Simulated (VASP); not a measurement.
# TiO2 in VASP: single point with PBE

Aim: the single point of TiO2 with PBE.

Everything below comes from runs of VASP 6.6.1. Logs are shortened: lines on timing, memory, paths and dates and some standing lists are left out, and cuts for length are marked.

### 1 The cell of the first run

The cell holds a slab with vacuum, 24 atoms: a = 3.799 Å, b = 5.543 Å, c = 27.957 Å, α = 90.00°, β = 90.00°, γ = 110.04°.

### 2 Single point, PBE

The input, INCAR:

```
PREC = Accurate ; ENCUT = 520
EDIFF = 1E-6 ; ISMEAR = 0
SIGMA = 0.05 ; LREAL = False
LASPH = True ; NELM = 120
ALGO = Normal ; ISIF = 2
LWAVE = False ; LCHARG = False
LDIPOL = True ; IDIPOL = 3
DIPOL = 0.5 0.5 0.500 ; GGA = PE
NBANDS = 114 ; ISYM = 0
GGA_COMPAT = False ; NELMDL = -8
KPAR = 4
```

The input, KPOINTS:

```
Automatic mesh
0
Gamma
  8 5 1
```

The input, POSCAR:

```
TiO2
1.0
    3.7991999862      0.0000000000      0.0000000000
   -1.8995999931      5.2076915665      0.0000000000
    0.0000000000      0.0000000000     27.9574711214
O Ti
16 8
Direct
    0.2799916831      0.5599427913      0.2687592318
    0.5749610091      0.1498930927      0.2925622241
    0.9340828295      0.8681406424      0.3185787362
    0.2180743515      0.4361189097      0.3543442818
    0.4342253989      0.8684697058      0.3935945205
    0.7240689751      0.4481614584      0.4274876794
    0.0798498487      0.1597299936      0.4463019557
    0.3684805028      0.7370031318      0.4796435562
    0.5800200609      0.1600827701      0.5203564458
    0.8686631509      0.7373559194      0.5536980499
    0.2244499015      0.4489244320      0.5725123187
    0.5142995691      0.0286161963      0.6064054825
    0.7304937160      0.4609670282      0.6456557202
    1.0144836312      1.0289452720      0.6814212673
    0.3736090753      0.7471928122      0.7074377811
    0.6685886373      0.3371430653      0.7312407643
    0.1259509461      0.2518607078      0.3007486591
    0.3955984085      0.7911790425      0.3187928611
    0.2650956886      0.5302128466      0.4252931475
    0.5408058630      0.0816420370      0.4484810228
    0.4077059094      0.8154438580      0.5515189691
    0.6834263579      0.3668730437      0.5747068489
    0.5529600746      0.1059068335      0.6812071341
    0.8226297919      0.6452251714      0.6992513421
```

Potentials or basis: VASP PAW PBE potentials, release 64 (O, Ti_sv).

Run with:

```
$ cat potpaw_PBE.64/O/POTCAR potpaw_PBE.64/Ti_sv/POTCAR > POTCAR
$ mpirun -np 4 vasp_std > vasp.out
```

OUTCAR:

```text
PREC = Accurate
   ENCUT = 520
   EDIFF = 1E-6
   ISMEAR = 0
   LREAL = False
   LASPH = True
   NELM = 120
   ISIF = 2
   GGA = PE
   ISYM = 0
   NELMDL = -8

 ion  position               nearest neighbor table
   1  0.280  0.560  0.269-  17 1.84  18 1.85
   2  0.575  0.150  0.293-  17 1.99  17 1.99  18 2.01
   3  0.934  0.868  0.319-  18 1.94  18 1.94  17 2.06
   4  0.218  0.436  0.354-  17 1.78  19 2.04  18 2.10
   5  0.434  0.868  0.394-  20 1.89  19 1.97  18 2.13
   6  0.724  0.448  0.427-  19 1.95  19 1.95  20 2.00
   7  0.080  0.160  0.446-  20 1.94  20 1.94  19 2.02
   8  0.368  0.737  0.480-  19 1.86  20 2.00  21 2.05
   9  0.580  0.160  0.520-  22 1.86  21 2.00  20 2.05
  10  0.869  0.737  0.554-  21 1.94  21 1.94  22 2.02
  11  0.224  0.449  0.573-  22 1.95  22 1.95  21 2.00
  12  0.514  0.029  0.606-  21 1.89  22 1.97  23 2.13
  13  0.730  0.461  0.646-  24 1.78  22 2.04  23 2.10
  14  0.014  0.029  0.681-  23 1.94  23 1.94  24 2.06
  15  0.374  0.747  0.707-  24 1.99  24 1.99  23 2.01
  16  0.669  0.337  0.731-  24 1.84  23 1.85
  17  0.126  0.252  0.301-   4 1.78   1 1.84   2 1.99   2 1.99   3 2.06  18 2.85
  18  0.396  0.791  0.319-   1 1.85   3 1.94   3 1.94   2 2.01   4 2.10   5 2.13  17 2.85
  19  0.265  0.530  0.425-   8 1.86   6 1.95   6 1.95   5 1.97   7 2.02   4 2.04
  20  0.541  0.082  0.448-   5 1.89   7 1.94   7 1.94   8 2.00   6 2.00   9 2.05
  21  0.408  0.815  0.552-  12 1.89  10 1.94  10 1.94   9 2.00  11 2.00   8 2.05
  22  0.683  0.367  0.575-   9 1.86  11 1.95  11 1.95  12 1.97  10 2.02  13 2.04
  23  0.553  0.106  0.681-  16 1.85  14 1.94  14 1.94  15 2.01  13 2.10  12 2.13  24 2.85
  24  0.823  0.645  0.699-  13 1.78  16 1.84  15 1.99  15 1.99  14 2.06  23 2.85

IMPORTANT INFORMATION: All symmetrisations will be switched off!
NOSYMM: (Re-)initialisation of all symmetry stuff for point group C_1.

----------------------------------------------------------------------------------------

                                     Primitive cell

  volume of cell :     553.1403

  direct lattice vectors                    reciprocal lattice vectors
     3.799199986  0.000000000  0.000000000     0.263213309  0.096011831  0.000000000
    -1.899599993  5.207691567  0.000000000     0.000000000  0.192023661  0.000000000
     0.000000000  0.000000000 27.957471121     0.000000000  0.000000000  0.035768614

  length of vectors
     3.799199986  5.543332173 27.957471121     0.280177654  0.192023661  0.035768614

  position of ions in fractional coordinates (direct lattice)
     0.279991683  0.559942791  0.268759232
     0.574961009  0.149893093  0.292562224
     0.934082829  0.868140642  0.318578736
     0.218074352  0.436118910  0.354344282
     0.434225399  0.868469706  0.393594521
     0.724068975  0.448161458  0.427487679
[... 16 lines left out ...]
     0.552960075  0.105906834  0.681207134
     0.822629792  0.645225171  0.699251342

  ion indices of the primitive-cell ions
   primitive index   ion index
                 1           1
[... 133 lines left out ...]
     AMIX_MAG =   1.60;   BMIX_MAG =  1.00
  volume/ion in A,a.u.               =      23.05       155.53
  Fermi-wavevector in a.u.,A,eV,Ry     =   1.150527  2.174181 18.010200  1.323712
  Thomas-Fermi vector in A             =   2.287190
   LORBIT       =      0    0 simple, 1 ext, 2 COOP (PROOUT), +10 PAW based schemes
   GGA     = PE    functional components
   LHFCALC =     F    Hartree Fock is set to
   AEXX    =    0.0000 exact exchange contribution
   IVDW    =     0    specifies the selected vdW correction
   LEPSILON=     F    determine dielectric tensor
   LRPA    =     F    only Hartree local field effects (RPA)
 non-spin polarized calculation
 Gauss-broadening in eV      SIGMA  =   0.05
  energy-cutoff  :      520.00
  volume of cell :      553.14
 maximum number of plane-waves:     14935
   NGX = 15   NGY = 21   NGZ =103

 dipolmoment           0.000000      0.000000     -0.000001 electrons x Angstroem

 number of electron     192.0000011 magnetization

 dipolmoment           0.000000      0.000000      0.000002 electrons x Angstroem

 Free energy of the ion-electron system (eV)
  ---------------------------------------------------
  ext. energy  EPLUGINS =         0.00000000
  ---------------------------------------------------
  free energy    TOTEN  =      -214.34504724 eV

  energy without entropy =     -214.34504724  energy(sigma->0) =     -214.34504724

 E-fermi :  -1.8314     XC(G=0):  -5.7858

 val. band max:       -2.0630599004   @ k =   0.5000   0.0000   0.0000
 cond. band min:       0.2999426707   @ k =   0.0000   0.0000   0.0000
 fundamental gap:      2.3630025711
 Fermi energy:        -1.8314187934

 k-point     1 :       0.0000    0.0000    0.0000
  band No.  band energies     occupation
      1     -58.4687      2.00000
      2     -58.4623      2.00000
      3     -58.4151      2.00000
      4     -58.4134      2.00000
      5     -58.3596      2.00000
      6     -58.3595      2.00000
[... 2320 lines left out ...]
    107       1.5495      0.00000
    108       1.5875      0.00000
 [bands above 108 left out]

------------------------ aborting loop because EDIFF is reached ----------------------------------------

 vacuum level on the upper side and lower side of the slab       (xc-potential included)        -0.131        -0.131

  FORCE on cell =-STRESS in cart. coord.  units (eV):
  Direction    XX          YY          ZZ          XY          YZ          ZX
  --------------------------------------------------------------------------------------
  -------------------------------------------------------------------------------------
  Total       -4.4077292     -0.8309930      0.9594595     -0.0007392      0.1512912      0.0000871
  in kB      -12.7670392     -2.4069810      2.7790857     -0.0021411      0.4382168      0.0002524
  external PRESSURE =      -4.1316448 kB  Pullay stress =       0.0000000 kB

 VOLUME and BASIS-vectors are now :
 -----------------------------------------------------------------------------
  energy-cutoff  :      520.00
  volume of cell :      553.14
      direct lattice vectors                 reciprocal lattice vectors
     3.799199986  0.000000000  0.000000000     0.263213309  0.096011831  0.000000000
    -1.899599993  5.207691567  0.000000000     0.000000000  0.192023661  0.000000000
     0.000000000  0.000000000 27.957471121     0.000000000  0.000000000  0.035768614

 POSITION                                       TOTAL-FORCE (eV/Angst)
 -----------------------------------------------------------------------------------
      0.00008      2.91601      7.51383         0.000203      0.011911     -0.123852
      1.89965      0.78060      8.17930        -0.000247      0.014551     -0.014259
      1.89965      4.52101      8.90666        -0.000539     -0.008434      0.005752
      0.00006      2.27117      9.90657        -0.000406      0.031280      0.080693
     -0.00004      4.52272     11.00391        -0.000504      0.004394     -0.059992
      1.89956      2.33389     11.95147         0.000350      0.017359     -0.008942
[... 16 lines left out ...]
      1.89963      0.55153     19.04483         0.000229     -0.043244     -0.061306
      1.89967      3.36013     19.54930        -0.000322      0.096165      0.049922
 -----------------------------------------------------------------------------------
    total drift:                                0.000236     -0.000874     -0.000150

  FREE ENERGIE OF THE ION-ELECTRON SYSTEM (eV)
  ---------------------------------------------------
  free  energy   TOTEN  =      -214.3450472421 eV

  energy  without entropy=     -214.3450472421  energy(sigma->0) =     -214.34504724

 vacuum level on the upper side and lower side of the slab         5.252         5.252
```

Wall time 23 min (4 MPI ranks of AMD EPYC 7R43 (Zen 3), shared host); peak memory 1.1 GiB.

What came out:

```
Free energy            : -214.3450 eV
Largest force          : 0.124 eV/Å
Band gap on the k mesh : 2.36 eV (least direct gap 2.80 eV)
```

Forces on the atoms (eV/Å):
```
O    0.000  0.012 -0.124
O    0.000  0.015 -0.014
O   -0.001 -0.008  0.006
O    0.000  0.031  0.081
O   -0.001  0.004 -0.060
O    0.000  0.017 -0.009
O    0.000 -0.013  0.006
O    0.001  0.003  0.054
O    0.000 -0.003 -0.054
O    0.001  0.013 -0.006
O    0.000 -0.018  0.009
O    0.000 -0.004  0.060
O    0.000 -0.032 -0.081
O    0.000  0.009 -0.006
O    0.000 -0.015  0.014
O    0.000 -0.011  0.124
Ti   0.000 -0.095 -0.050
Ti   0.000  0.043  0.061
Ti   0.000 -0.031 -0.032
Ti   0.000  0.014  0.024
Ti   0.000 -0.015 -0.024
Ti   0.000  0.030  0.032
Ti   0.000 -0.043 -0.061
Ti   0.000  0.096  0.050
```
